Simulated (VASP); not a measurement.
# Lu3TiN (Pm-3m) in VASP: single point with PBE

Aim: the single point of Lu3TiN with PBE.

All numbers are computed with VASP 6.6.1; they aren't measurements. Logs are shortened: lines on timing, memory, paths and dates and some standing lists are left out, and cuts for length are marked.

## Step 1: The cell of the first run

It takes space group Pm-3m (No. 221, cubic). Conventional cell: a = 4.720 Å, b = 4.720 Å, c = 4.720 Å, α = 90.00°, β = 90.00°, γ = 90.00°. Within 3.1 Å of Lu (site symmetry 4/mmm) lie 2 N at 2.36 Å. Within 4.4 Å of Ti (site symmetry m-3m) lie 12 Lu at 3.34 Å and 8 N at 4.09 Å. Within 3.1 Å of N (site symmetry m-3m) lie 6 Lu at 2.36 Å.

The cell was built from a structure type or drawn by symmetry, and may not be a known phase.

## Step 2: Single point, PBE, collinear spin

The input, INCAR:

```
  PREC = Accurate
  ENCUT = 520
  EDIFF = 1E-6
  ISMEAR = 0
  SIGMA = 0.1
  LREAL = F
  LASPH = T
  NELM = 150
  ALGO = Normal
  ISIF = 2
  LWAVE = F
  LCHARG = F
  ISPIN = 2
  MAGMOM = 0 0 0 1.81 0
  LORBIT = 11
  LMAXMIX = 4
  GGA = PE
  NBANDS = 58
```

The input, KPOINTS:

```
Automatic mesh
0
Gamma
  8 8 8
```

The input, POSCAR:

```
Lu3TiN
1.0
    4.7200788065      0.0000000000      0.0000000000
    0.0000000000      4.7200788065      0.0000000000
    0.0000000000      0.0000000000      4.7200788065
Lu Ti N
3 1 1
Direct
    0.5000000000      0.0000000000      0.5000000000
    0.5000000000      0.5000000000      0.0000000000
    0.0000000000      0.5000000000      0.5000000000
    0.0000000000      0.0000000000      0.0000000000
    0.5000000000      0.5000000000      0.5000000000
```

Potentials or basis: VASP PAW PBE potentials, release 64 (Lu, Ti_sv, N).

On the command line:

```sh
cat potpaw_PBE.64/Lu/POTCAR potpaw_PBE.64/Ti_sv/POTCAR potpaw_PBE.64/N/POTCAR > POTCAR
mpirun -np 1 vasp_std > vasp.out
```

OUTCAR:

```text
PREC = Accurate
   ENCUT = 520
   EDIFF = 1E-6
   ISMEAR = 0
   LREAL = F
   LASPH = T
   NELM = 150
   ISIF = 2
   ISPIN = 2
   LORBIT = 11
   GGA = PE

 ion  position               nearest neighbor table
   1  0.500  0.000  0.500-   5 2.36   5 2.36   4 3.34   2 3.34   2 3.34   4 3.34   2 3.34   3 3.34
                             3 3.34   2 3.34   3 3.34   4 3.34   4 3.34   3 3.34
   2  0.500  0.500  0.000-   5 2.36   5 2.36   4 3.34   1 3.34   1 3.34   3 3.34   3 3.34   1 3.34
                             4 3.34   1 3.34   3 3.34   4 3.34   3 3.34   4 3.34
   3  0.000  0.500  0.500-   5 2.36   5 2.36   4 3.34   1 3.34   2 3.34   4 3.34   1 3.34   4 3.34
                             4 3.34   1 3.34   2 3.34   2 3.34   2 3.34   1 3.34
   4  0.000  0.000  0.000-   1 3.34   2 3.34   3 3.34   1 3.34   3 3.34   2 3.34   3 3.34   3 3.34
                             1 3.34   2 3.34   1 3.34   2 3.34
   5  0.500  0.500  0.500-   1 2.36   2 2.36   3 2.36   2 2.36   1 2.36   3 2.36

  LATTYP: Found a simple cubic cell.
 ALAT       =     4.7200788065

  Lattice vectors:

 A1 = (   4.7200788065,   0.0000000000,   0.0000000000)
 A2 = (   0.0000000000,   4.7200788065,   0.0000000000)
 A3 = (   0.0000000000,   0.0000000000,   4.7200788065)

Analysis of symmetry for initial positions (statically):
=====================================================================
 Subroutine PRICEL returns:
 Original cell was already a primitive cell.

 Routine SETGRP: Setting up the symmetry group for a
 simple cubic supercell.

 Subroutine GETGRP returns: Found 48 space group operations
 (whereof 48 operations were pure point group operations)
 out of a pool of 48 trial point group operations.

The static configuration has the point symmetry O_h .

Analysis of symmetry for dynamics (positions and initial velocities):
=====================================================================
 Subroutine PRICEL returns:
 Original cell was already a primitive cell.

 Routine SETGRP: Setting up the symmetry group for a
 simple cubic supercell.

 Subroutine GETGRP returns: Found 48 space group operations
 (whereof 48 operations were pure point group operations)
 out of a pool of 48 trial point group operations.

The dynamic configuration has the point symmetry O_h .

Analysis of structural, dynamic, and magnetic symmetry:
=====================================================================
 Subroutine PRICEL returns:
 Original cell was already a primitive cell.

 Routine SETGRP: Setting up the symmetry group for a
 simple cubic supercell.

 Subroutine GETGRP returns: Found 48 space group operations
 (whereof 48 operations were pure point group operations)
 out of a pool of 48 trial point group operations.

The overall configuration has the point symmetry O_h .

 Subroutine INISYM returns: Found 48 space group operations
 (whereof 48 operations are pure point group operations),
 and found     1 'primitive' translations

----------------------------------------------------------------------------------------

                                     Primitive cell

  volume of cell :     105.1593

  direct lattice vectors                    reciprocal lattice vectors
     4.720078807  0.000000000  0.000000000     0.211860869  0.000000000  0.000000000
     0.000000000  4.720078807  0.000000000     0.000000000  0.211860869  0.000000000
     0.000000000  0.000000000  4.720078807     0.000000000  0.000000000  0.211860869

  length of vectors
     4.720078807  4.720078807  4.720078807     0.211860869  0.211860869  0.211860869

  position of ions in fractional coordinates (direct lattice)
     0.500000000  0.000000000  0.500000000
     0.500000000  0.500000000  0.000000000
     0.000000000  0.500000000  0.500000000
     0.000000000  0.000000000  0.000000000
     0.500000000  0.500000000  0.500000000

  ion indices of the primitive-cell ions
   primitive index   ion index
                 1           1
                 2           2
                 3           3
                 4           4
                 5           5

[... 50 lines left out ...]
  0.375000  0.375000  0.125000     24.000000
  0.500000  0.375000  0.125000     24.000000
 [... further k-points ...]
   k-points           NKPTS =     35   k-points in BZ     NKDIM =     35   number of bands    NBANDS=     58
   number of dos      NEDOS =    301   number of ions     NIONS =      5
   total plane-waves  NPLWV =  46656
   dimension x,y,z NGX =    36 NGY =   36 NGZ =   36
   dimension x,y,z NGXF=    72 NGYF=   72 NGZF=   72
   ions per type =               3   1   1
   NGX,Y,Z   is equivalent  to a cutoff of  12.68, 12.68, 12.68 a.u.
   NGXF,Y,Z  is equivalent  to a cutoff of  25.36, 25.36, 25.36 a.u.
 SYSTEM =  unknown system
   PREC   = accura    normal or accurate (medium, high low for compatibility)
   ISTART =      0    job   : 0-new  1-cont  2-samecut
   ICHARG =      2    charge: 1-file 2-atom 10-const
   ISPIN  =      2    spin polarized calculation?
   LNONCOLLINEAR =      F non collinear calculations
   LSORBIT =      F    spin-orbit coupling
   LASPH  =      T    aspherical Exc in radial PAW
   ENCUT  =  520.0 eV  38.22 Ry    6.18 a.u.   8.78  8.78  8.78*2*pi/ulx,y,z
   NELM   =    150;   NELMIN=  2; NELMDL= -5     # of ELM steps
   EDIFF  = 0.1E-05   stopping-criterion for ELM
   LREAL  =      F    real-space projection
   EDIFFG = 0.1E-04   stopping-criterion for IOM
   NSW    =      0    number of steps for IOM
   IBRION =     -1    ionic relax: 0-MD 1-quasi-New 2-CG
   NFREE  =      0    steps in history (QN), initial steepest desc. (CG)
   ISIF   =      2    stress and relaxation
   ISYM   =      2    0-nonsym 1-usesym 2-fastsym
   POTIM  = 0.5000    time-step for ionic-motion
   TEBEG  =    0.0;   TEEND  =   0.0 temperature during run
   PSTRESS=    0.0 pullay stress
   NELECT =      92.0000    total number of electrons
   NUPDOWN=      -1.0000    fix difference up-down
   EMIN   =  10.00;   EMAX   =-10.00  energy-range for DOS
   EFERMI =   0.00;   METHOD = LEGACY
   ISMEAR =     0;   SIGMA  =   0.10  broadening in eV -4-tet -1-fermi 0-gaus
   EFERMI_NEDOS =   21; number of points for ismear=-14 and -15
   IALGO  =     38    algorithm
   IMIX   =      4    mixing-type and parameters
     AMIX     =   0.40;   BMIX     =  1.00
     AMIX_MAG =   1.60;   BMIX_MAG =  1.00
  volume/ion in A,a.u.               =      21.03       141.93
  Fermi-wavevector in a.u.,A,eV,Ry     =   1.565747  2.958832 33.355539  2.451563
  Thomas-Fermi vector in A             =   2.668177
   LORBIT       =     11    0 simple, 1 ext, 2 COOP (PROOUT), +10 PAW based schemes
   GGA     = PE    functional components
   LHFCALC =     F    Hartree Fock is set to
   AEXX    =    0.0000 exact exchange contribution
   IVDW    =     0    specifies the selected vdW correction
   LEPSILON=     F    determine dielectric tensor
   LRPA    =     F    only Hartree local field effects (RPA)
 spin polarized calculation
 Gauss-broadening in eV      SIGMA  =   0.10
  energy-cutoff  :      520.00
  volume of cell :      105.16
 maximum number of plane-waves:      2897
 NGX is ok and might be reduce to    36
   NGX = 17   NGY = 17   NGZ = 17

 number of electron      91.9999940 magnetization       3.2705649

 Free energy of the ion-electron system (eV)
  ---------------------------------------------------
  ext. energy  EPLUGINS =         0.00000000
  ---------------------------------------------------
  free energy    TOTEN  =       -32.17594443 eV

  energy without entropy =      -32.15458253  energy(sigma->0) =      -32.16526348

 E-fermi :   3.5894     XC(G=0): -11.1374

 val. band max:        3.5750219101   @ k =   0.5000   0.5000   0.2500
 cond. band min:       3.6012498286   @ k =   0.3750   0.1250   0.1250
 fundamental gap:      0.0262279185
 Fermi energy:         3.5893519656

 spin component 1

 k-point     1 :       0.0000    0.0000    0.0000
  band No.  band energies     occupation
      1     -53.6545      1.00000
      2     -52.2468      1.00000
      3     -52.1976      1.00000
      4     -52.1976      1.00000
      5     -29.9141      1.00000
      6     -29.9141      1.00000
[... 1453 lines left out ...]
     57       7.8324      0.00000
     58       8.4629      0.00000

 [... further k-points ...]

 spin component 2

 k-point     1 :       0.0000    0.0000    0.0000
  band No.  band energies     occupation
      1     -52.3872      1.00000
      2     -52.1782      1.00000
      3     -52.1310      1.00000
      4     -52.1310      1.00000
      5     -28.6393      1.00000
      6     -28.6393      1.00000
[... 1453 lines left out ...]
     57       8.4594      0.00000
     58       8.9022      0.00000

 [... further k-points ...]

------------------------ aborting loop because EDIFF is reached ----------------------------------------

  FORCE on cell =-STRESS in cart. coord.  units (eV):
  Direction    XX          YY          ZZ          XY          YZ          ZX
  --------------------------------------------------------------------------------------
  -------------------------------------------------------------------------------------
  Total        0.2573896      0.2573896      0.2573896     -0.0000000      0.0000000      0.0000000
  in kB        3.9215143      3.9215143      3.9215143     -0.0000000      0.0000000      0.0000000
  external PRESSURE =       3.9215143 kB  Pullay stress =       0.0000000 kB

 VOLUME and BASIS-vectors are now :
 -----------------------------------------------------------------------------
  energy-cutoff  :      520.00
  volume of cell :      105.16
      direct lattice vectors                 reciprocal lattice vectors
     4.720078807  0.000000000  0.000000000     0.211860869  0.000000000  0.000000000
     0.000000000  4.720078807  0.000000000     0.000000000  0.211860869  0.000000000
     0.000000000  0.000000000  4.720078807     0.000000000  0.000000000  0.211860869

 POSITION                                       TOTAL-FORCE (eV/Angst)
 -----------------------------------------------------------------------------------
      2.36004      0.00000      2.36004         0.000000      0.000000      0.000000
      2.36004      2.36004      0.00000         0.000000      0.000000      0.000000
      0.00000      2.36004      2.36004         0.000000      0.000000      0.000000
      0.00000      0.00000      0.00000         0.000000      0.000000      0.000000
      2.36004      2.36004      2.36004         0.000000      0.000000      0.000000
 -----------------------------------------------------------------------------------
    total drift:                                0.000000      0.000000      0.000000

  FREE ENERGIE OF THE ION-ELECTRON SYSTEM (eV)
  ---------------------------------------------------
  free  energy   TOTEN  =       -32.1759444261 eV

  energy  without entropy=      -32.1545825302  energy(sigma->0) =      -32.16526348

 total charge

# of ion       s       p       d       f       tot
--------------------------------------------------
    1        2.299   6.088   0.872  13.993  23.252
    2        2.299   6.088   0.872  13.993  23.252
    3        2.299   6.088   0.872  13.993  23.252
    4        2.207   6.064   1.851   0.000  10.122
    5        1.246   2.442   0.000   0.000   3.688
--------------------------------------------------
tot         10.350  26.769   4.466  41.980  83.566

 magnetization (x)

# of ion       s       p       d       f       tot
--------------------------------------------------
    1        0.003   0.028   0.162   0.007   0.201
    2        0.003   0.028   0.162   0.007   0.201
    3        0.003   0.028   0.162   0.007   0.201
    4        0.021   0.052   1.300   0.000   1.373
    5        0.000   0.017   0.000   0.000   0.017
--------------------------------------------------
tot          0.032   0.153   1.786   0.022   1.993
```

Wall time 12 min (1 thread of Oxide Virtual Turin-like, shared host); peak memory 0.44 GiB.

Results:

```yaml
Free_energy: -32.1759 eV
Pressure: 0.4 GPa
Net_moment: 3.27 μB per cell
Site_moments: Lu +0.20; Ti +1.37; N +0.02 μB
Valence_electrons_inside_the_program's_atomic_spheres: Lu 23.25; Ti 10.12; N 3.69
```

Levels at points of the mesh, in eV from the Fermi level:
Spin up:
```tsv
k point	band 46	band 47	band 48	band 49	band 50	band 51
(0.00, 0.00, 0.00)	-1.27	-1.27	1.33	1.33	1.33	2.73
(0.50, 0.00, 0.00)	-0.04	-0.04	0.25	0.26	0.26	0.90
(0.50, 0.50, 0.00)	-0.28	-0.28	-0.04	0.15	1.04	1.88
(0.50, 0.50, 0.50)	0.18	0.18	0.18	0.72	0.72	2.30
```
Spin down:
| k point | band 40 | band 41 | band 42 | band 43 | band 44 | band 45 | band 46 | band 47 | band 48 | band 49 |
| --- | --- | --- | --- | --- | --- | --- | --- | --- | --- | --- |
| (0.00, 0.00, 0.00) | -2.02 | -2.02 | -2.02 | -1.61 | -1.61 | -0.43 | -0.43 | -0.43 | 2.20 | 2.20 |
| (0.50, 0.00, 0.00) | -2.55 | -2.49 | -2.49 | -2.28 | -0.41 | 0.58 | 0.63 | 0.63 | 0.83 | 1.66 |
| (0.50, 0.50, 0.00) | -4.25 | -2.89 | -1.42 | -0.84 | -0.84 | -0.12 | 0.74 | 0.87 | 0.87 | 0.87 |
| (0.50, 0.50, 0.50) | -4.44 | -4.43 | -1.82 | -0.13 | -0.13 | -0.13 | 0.80 | 0.80 | 0.80 | 1.52 |

Caveat: spin-orbit coupling is left out, which moves the levels of the heavy elements.
